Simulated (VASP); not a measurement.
# AlCu (Cmmm) in VASP: a series of runs

AlCu is run at these levels: PBEsol; tasks: single point.

Program: VASP 6.6.1. These are calculated values, not measurements. Logs are shortened: lines on timing, memory, paths and dates and some standing lists are left out, and cuts for length are marked.

## Step 1: The cell of the first run

It takes space group Cmmm (No. 65, orthorhombic). Conventional cell: a = 4.176 Å, b = 4.303 Å, c = 2.998 Å, α = 90.00°, β = 90.00°, γ = 90.00°. Al (site symmetry mmm) has 8 Cu at 2.57 to 2.62 Å and 6 Al at 3.00 Å within 3.4 Å. Within 3.4 Å of Cu (site symmetry mmm) lie 8 Al at 2.57 to 2.62 Å and 6 Cu at 3.00 Å.

## Step 2: Single point, PBEsol (strain -0.0300 x Voigt [0, 0, 0, 0, 0, 1])

File INCAR:

```
ALGO = Fast
EDIFF = 1E-6
ENCUT = 520
GGA = PS
ISIF = 2
ISMEAR = 0
LASPH = T
LCHARG = T
LELF = T
LREAL = F
LVHAR = T
LWAVE = F
NBANDS = 14
NELM = 100
PREC = Accurate
SIGMA = 0.15
```

File KPOINTS:

```
k-points
0
Gamma
  16 16 16
```

File POSCAR:

```
AlCu
1.0
    2.9975090000     -0.0449626350      0.0000000000
   -0.0449626350      2.9975090000      0.0000000000
    0.0000000000      0.0000000000      2.9975090000
Al Cu
1 1
Direct
    0.0000000000      0.0000000000      0.0000000000
    0.5000000000      0.5000000000      0.5000000000
```

Potentials or basis: VASP PAW PBE potentials, release 64 (Al, Cu).

Launch:

```
> cat potpaw_PBE.64/Al/POTCAR potpaw_PBE.64/Cu/POTCAR > POTCAR
> mpirun -np 1 vasp_std > vasp.out
```

OUTCAR:

```text
EDIFF = 1E-6
   ENCUT = 520
   GGA = PS
   ISIF = 2
   ISMEAR = 0
   LASPH = T
   LREAL = F
   NELM = 100
   PREC = Accurate

 ion  position               nearest neighbor table
   1  0.000  0.000  0.000-   2 2.57   2 2.57   2 2.57   2 2.57   2 2.62   2 2.62   2 2.62   2 2.62

   2  0.500  0.500  0.500-   1 2.57   1 2.57   1 2.57   1 2.57   1 2.62   1 2.62   1 2.62   1 2.62

  LATTYP: Found a base centered orthorhombic cell.
 ALAT       =     4.1755311129
 B/A-ratio  =     1.0304568528
 C/A-ratio  =     0.7178749048

  Lattice vectors:

 A1 = (   2.9975090000,  -0.0449626350,   0.0000000000)
 A2 = (  -0.0449626350,   2.9975090000,   0.0000000000)
 A3 = (   0.0000000000,   0.0000000000,   2.9975090000)

Analysis of symmetry for initial positions (statically):
=====================================================================
 Subroutine PRICEL returns:
 Original cell was already a primitive cell.

 Routine SETGRP: Setting up the symmetry group for a
 base centered orthorhombic supercell.

 Subroutine GETGRP returns: Found  8 space group operations
 (whereof  8 operations were pure point group operations)
 out of a pool of  8 trial point group operations.

The static configuration has the point symmetry D_2h.

Analysis of symmetry for dynamics (positions and initial velocities):
=====================================================================
 Subroutine PRICEL returns:
 Original cell was already a primitive cell.

 Routine SETGRP: Setting up the symmetry group for a
 base centered orthorhombic supercell.

 Subroutine GETGRP returns: Found  8 space group operations
 (whereof  8 operations were pure point group operations)
 out of a pool of  8 trial point group operations.

The dynamic configuration has the point symmetry D_2h.

 Subroutine INISYM returns: Found  8 space group operations
 (whereof  8 operations are pure point group operations),
 and found     1 'primitive' translations

----------------------------------------------------------------------------------------

                                     Primitive cell

  volume of cell :      26.9267

  direct lattice vectors                    reciprocal lattice vectors
     2.997509000 -0.044962635  0.000000000     0.333685420  0.005005281  0.000000000
    -0.044962635  2.997509000  0.000000000     0.005005281  0.333685420  0.000000000
     0.000000000  0.000000000  2.997509000     0.000000000  0.000000000  0.333610341

  length of vectors
     2.997846201  2.997846201  2.997509000     0.333722958  0.333722958  0.333610341

  position of ions in fractional coordinates (direct lattice)
     0.000000000  0.000000000  0.000000000
     0.500000000  0.500000000  0.500000000

  ion indices of the primitive-cell ions
   primitive index   ion index
                 1           1
                 2           2

----------------------------------------------------------------------------------------

 KPOINTS: k-points

Automatic generation of k-mesh.
 Grid dimensions read from file:
 generate k-points for:   16   16   16

 Generating k-lattice:

  Cartesian coordinates                     Fractional coordinates (reciprocal lattice)
     0.020855339  0.000312830  0.000000000     0.062500000  0.000000000  0.000000000
     0.000312830  0.020855339  0.000000000     0.000000000  0.062500000  0.000000000
     0.000000000  0.000000000  0.020850646     0.000000000  0.000000000  0.062500000

  Length of vectors
     0.020857685  0.020857685  0.020850646

  Shift w.r.t. Gamma in fractional coordinates (k-lattice)
     0.000000000  0.000000000  0.000000000

 Subroutine IBZKPT returns following result:
 ===========================================

 Found    657 irreducible k-points:

 Following reciprocal coordinates:
            Coordinates               Weight
  0.000000  0.000000  0.000000      1.000000
  0.062500 -0.000000  0.000000      4.000000
  0.125000 -0.000000  0.000000      4.000000
  0.187500 -0.000000  0.000000      4.000000
  0.250000 -0.000000  0.000000      4.000000
  0.312500  0.000000  0.000000      4.000000
[... 16 lines left out ...]
 -0.125000  0.062500  0.000000      4.000000
 -0.062500  0.062500  0.000000      2.000000
 [... further k-points ...]
   k-points           NKPTS =    657   k-points in BZ     NKDIM =    657   number of bands    NBANDS=     14
   number of dos      NEDOS =    301   number of ions     NIONS =      2
   total plane-waves  NPLWV =  13824
   dimension x,y,z NGX =    24 NGY =   24 NGZ =   24
   dimension x,y,z NGXF=    48 NGYF=   48 NGZF=   48
   ions per type =               1   1
   NGX,Y,Z   is equivalent  to a cutoff of  13.31, 13.31, 13.31 a.u.
   NGXF,Y,Z  is equivalent  to a cutoff of  26.62, 26.62, 26.62 a.u.
 SYSTEM =  unknown system
   PREC   = accura    normal or accurate (medium, high low for compatibility)
   ISTART =      0    job   : 0-new  1-cont  2-samecut
   ICHARG =      2    charge: 1-file 2-atom 10-const
   ISPIN  =      1    spin polarized calculation?
   LNONCOLLINEAR =      F non collinear calculations
   LSORBIT =      F    spin-orbit coupling
   LASPH  =      T    aspherical Exc in radial PAW
   ENCUT  =  520.0 eV  38.22 Ry    6.18 a.u.   5.57  5.57  5.57*2*pi/ulx,y,z
   NELM   =    100;   NELMIN=  2; NELMDL= -5     # of ELM steps
   EDIFF  = 0.1E-05   stopping-criterion for ELM
   LREAL  =      F    real-space projection
   EDIFFG = 0.1E-04   stopping-criterion for IOM
   NSW    =      0    number of steps for IOM
   IBRION =     -1    ionic relax: 0-MD 1-quasi-New 2-CG
   NFREE  =      0    steps in history (QN), initial steepest desc. (CG)
   ISIF   =      2    stress and relaxation
   ISYM   =      2    0-nonsym 1-usesym 2-fastsym
   POTIM  = 0.5000    time-step for ionic-motion
   TEBEG  =    0.0;   TEEND  =   0.0 temperature during run
   PSTRESS=    0.0 pullay stress
   NELECT =      14.0000    total number of electrons
   NUPDOWN=      -1.0000    fix difference up-down
   EMIN   =  10.00;   EMAX   =-10.00  energy-range for DOS
   EFERMI =   0.00;   METHOD = LEGACY
   ISMEAR =     0;   SIGMA  =   0.15  broadening in eV -4-tet -1-fermi 0-gaus
   EFERMI_NEDOS =   21; number of points for ismear=-14 and -15
   IALGO  =     68    algorithm
   IMIX   =      4    mixing-type and parameters
     AMIX     =   0.40;   BMIX     =  1.00
     AMIX_MAG =   1.60;   BMIX_MAG =  1.00
  volume/ion in A,a.u.               =      13.46        90.86
  Fermi-wavevector in a.u.,A,eV,Ry     =   1.316405  2.487645 23.577844  1.732923
  Thomas-Fermi vector in A             =   2.446520
   LORBIT       =      0    0 simple, 1 ext, 2 COOP (PROOUT), +10 PAW based schemes
   GGA     = PS    functional components
   LHFCALC =     F    Hartree Fock is set to
   AEXX    =    0.0000 exact exchange contribution
   IVDW    =     0    specifies the selected vdW correction
   LEPSILON=     F    determine dielectric tensor
   LRPA    =     F    only Hartree local field effects (RPA)
 non-spin polarized calculation
 RMM-DIIS sequential band-by-band and
 Gauss-broadening in eV      SIGMA  =   0.15
  energy-cutoff  :      520.00
  volume of cell :       26.93
 maximum number of plane-waves:       744
   NGX = 11   NGY = 11   NGZ = 11

 number of electron      14.0000017 magnetization

 Free energy of the ion-electron system (eV)
  ---------------------------------------------------
  ext. energy  EPLUGINS =         0.00000000
  ---------------------------------------------------
  free energy    TOTEN  =        -8.70098362 eV

  energy without entropy =       -8.69439448  energy(sigma->0) =       -8.69768905

 E-fermi :   8.9547     XC(G=0): -11.6097

 val. band max:        8.9535300064   @ k =  -0.3750   0.3750   0.0625
 cond. band min:       8.9584088978   @ k =   0.4375   0.3750   0.1875
 fundamental gap:      0.0048788915
 Fermi energy:         8.9547490386

 k-point     1 :       0.0000    0.0000    0.0000
  band No.  band energies     occupation
      1      -2.5151      2.00000
      2       4.0793      2.00000
      3       4.0837      2.00000
      4       5.0581      2.00000
      5       5.0894      2.00000
      6       5.1197      2.00000
      7      12.6849      0.00000
      8      12.7905      0.00000
      9      12.9192      0.00000
     10      15.2826      0.00000
     11      15.2889      0.00000
     12      18.9621      0.00000
     13      27.2520      0.00000
     14      27.3351      0.00000

 k-point     2 :       0.0625   -0.0000    0.0000
  band No.  band energies     occupation
      1      -2.4490      2.00000
      2       4.0852      2.00000
      3       4.0909      2.00000
      4       5.0483      2.00000
      5       5.0711      2.00000
      6       5.1132      2.00000
      7      11.9731      0.00000
      8      12.8704      0.00000
      9      12.8919      0.00000
     10      15.3081      0.00000
     11      15.9806      0.00000
     12      19.2458      0.00000
     13      26.2570      0.00000
     14      26.4431      0.00000

 k-point     3 :       0.1250   -0.0000    0.0000
  band No.  band energies     occupation
      1      -2.2512      2.00000
      2       4.0885      2.00000
      3       4.1184      2.00000
      4       5.0085      2.00000
      5       5.0201      2.00000
      6       5.1072      2.00000
      7      10.5640      0.00000
      8      13.1068      0.00000
      9      13.1160      0.00000
     10      15.3796      0.00000
     11      16.9303      0.00000
     12      20.1932      0.00000
     13      24.7801      0.00000
     14      24.9699      0.00000
[... 324 lines left out ...]
 k-point    23 :      -0.1250    0.0625    0.0000
  band No.  band energies     occupation
      1      -2.1938      2.00000
      2       4.1024      2.00000
      3       4.1247      2.00000
      4       4.9957      2.00000
      5       5.0141      2.00000
      6       5.0873      2.00000
      7      10.6457      0.00000
      8      12.4170      0.00000
      9      13.1748      0.00000
     10      15.8129      0.00000
     11      17.2342      0.00000
     12      20.3030      0.00000
     13      23.4931      0.00000
     14      25.0555      0.00000

 k-point    24 :      -0.0625    0.0625    0.0000
  band No.  band energies     occupation
      1      -2.3871      2.00000
      2       4.0945      2.00000
      3       4.0975      2.00000
      4       5.0465      2.00000
      5       5.0501      2.00000
      6       5.0995      2.00000
      7      11.8728      0.00000
      8      12.3435      0.00000
      9      12.9447      0.00000
     10      15.6572      0.00000
     11      16.3062      0.00000
     12      19.4674      0.00000
     13      24.9824      0.00000
     14      26.5095      0.00000

 [... further k-points ...]
[... 5 lines left out ...]
  --------------------------------------------------------------------------------------
  -------------------------------------------------------------------------------------
  Total       -0.7182559     -0.7182559     -0.7616724      0.1678558      0.0000000      0.0000000
  in kB      -42.7371955    -42.7371955    -45.3205360      9.9876468      0.0000000      0.0000000
  external PRESSURE =     -43.5983090 kB  Pullay stress =       0.0000000 kB

 VOLUME and BASIS-vectors are now :
 -----------------------------------------------------------------------------
  energy-cutoff  :      520.00
  volume of cell :       26.93
      direct lattice vectors                 reciprocal lattice vectors
     2.997509000 -0.044962635  0.000000000     0.333685420  0.005005281  0.000000000
    -0.044962635  2.997509000  0.000000000     0.005005281  0.333685420  0.000000000
     0.000000000  0.000000000  2.997509000     0.000000000  0.000000000  0.333610341

 POSITION                                       TOTAL-FORCE (eV/Angst)
 -----------------------------------------------------------------------------------
      0.00000      0.00000      0.00000        -0.000000      0.000000      0.000000
      1.47627      1.47627      1.49875         0.000000      0.000000      0.000000
 -----------------------------------------------------------------------------------
    total drift:                                0.000000      0.000000     -0.000000

  FREE ENERGIE OF THE ION-ELECTRON SYSTEM (eV)
  ---------------------------------------------------
  free  energy   TOTEN  =        -8.7009836219 eV

  energy  without entropy=       -8.6943944787  energy(sigma->0) =       -8.69768905
```

Wall time 94 s (1 thread of Intel Xeon 6975P-C (Granite Rapids), shared host); peak memory 0.35 GiB.

Results:

| Quantity | Value |
| --- | --- |
| Free energy | -8.7010 eV |
| Pressure | -4.4 GPa |
| Band gap on the k mesh | zero (band 7 reaches 12.68 eV, above the bottom of band 8 at 8.05 eV) |

Stress tensor (GPa, compression positive):
```
-4.27  1.00  0.00
 1.00 -4.27  0.00
 0.00  0.00 -4.53
```

Caveat: the cell differs from its parent crystal (strain -0.0300 x Voigt [0, 0, 0, 0, 0, 1]); the PAW data sets were made with another functional, which shifts forces and pressure a little.

## Step 3: Single point, PBEsol (strain +0.0150 x Voigt [0, 0, 0, 0, 0, 1])

INCAR, as its differences from that of step 2:

```diff
@@ -1,3 +1,3 @@
 ALGO = Fast
-EDIFF = 1E-6
+EDIFF = 1E-7
 ENCUT = 520
@@ -13,3 +13,3 @@
 NBANDS = 14
-NELM = 100
+NELM = 60
 PREC = Accurate
```

KPOINTS is that of step 2.

File POSCAR:

```
AlCu
1.0
    2.9975090000      0.0224813175      0.0000000000
    0.0224813175      2.9975090000      0.0000000000
    0.0000000000      0.0000000000      2.9975090000
Al Cu
1 1
Direct
    0.0000000000      0.0000000000      0.0000000000
    0.5000000000      0.5000000000      0.5000000000
```

Potentials or basis: VASP PAW PBE potentials, release 64 (Al, Cu).

Launch:

```
> cat potpaw_PBE.64/Al/POTCAR potpaw_PBE.64/Cu/POTCAR > POTCAR
> mpirun -np 1 vasp_std > vasp.out
```

It took 1.9 min on 1 thread of Intel Xeon 6975P-C (Granite Rapids), shared host; peak memory 0.35 GiB.

It converged, with:

```yaml
Free_energy: -8.7026 eV
Pressure: -4.4 GPa
Band_gap_on_the_k_mesh: zero (band 7 reaches 12.73 eV, above the bottom of band 8 at 8.10 eV)
```

Stress tensor (GPa, compression positive):
```
-4.36 -0.44  0.00
-0.44 -4.36  0.00
 0.00  0.00 -4.41
```

Levels at points of the mesh, in eV from the Fermi level:
| k point | band 3 | band 4 | band 5 | band 6 | band 7 | band 8 | band 9 | band 10 | band 11 | band 12 |
| --- | --- | --- | --- | --- | --- | --- | --- | --- | --- | --- |
| (0.00, 0.00, 0.00) | -4.88 | -3.89 | -3.87 | -3.85 | 3.77 | 3.83 | 3.89 | 6.32 | 6.32 | 10.00 |
| (0.50, 0.00, 0.00) | -4.61 | -4.30 | -4.30 | -3.82 | -3.13 | 7.19 | 8.05 | 8.07 | 8.49 | 8.50 |
| (0.50, 0.50, 0.00) | -4.20 | -4.19 | -3.79 | -3.61 | -3.49 | -0.86 | -0.11 | 10.10 | 12.76 | 12.92 |
| (0.00, 0.00, 0.50) | -4.61 | -4.33 | -4.28 | -3.82 | -3.13 | 7.22 | 7.99 | 8.12 | 8.48 | 8.52 |
| (0.50, 0.00, 0.50) | -4.20 | -4.19 | -3.70 | -3.70 | -3.49 | -0.84 | -0.13 | 10.09 | 12.81 | 12.83 |
| (0.50, 0.50, 0.50) | -5.41 | -3.47 | -3.47 | 0.66 | 0.73 | 0.84 | 1.84 | 2.11 | 2.18 | 2.28 |

Caveat: the cell differs from its parent crystal (strain +0.0150 x Voigt [0, 0, 0, 0, 0, 1]); the PAW data sets were made with another functional, which shifts forces and pressure a little.
